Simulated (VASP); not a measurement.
The system is MgO.

```
Mg O
1.0
     0.00000    2.10889    2.10889
     2.10889    0.00000    2.10889
     2.10889    2.10889    0.00000
Mg O
1 1
Cartesian
  0.0000 0.0000 0.0000
  2.1089 2.1089 2.1089
```

This cell differs from its parent crystal: strain +0.3%.

Base run:

* Program: VASP 6.6.1
* Functional: r2SCAN
* Potentials or basis: VASP PAW PBE potentials, release 64 (Mg, O)
* Cutoff: 520 eV
* k mesh: 10 × 10 × 10
* Occupations: gaussian, width 0.01 eV
* Spin: no spin polarisation

Its results: band gap on the k mesh 5.56 eV, direct; pressure -2.7 GPa.

Q: The run is repeated on the same cell with these changes: functional from r2SCAN to PBE; occupations from gaussian, width 0.01 eV to fermi-dirac, width 0.02 eV. What comes out?

A: Band gap on the k mesh 4.69 eV, direct; pressure 3.3 GPa.

Caveats: the PAW data sets were made with another functional, which shifts forces and pressure a little (some runs).

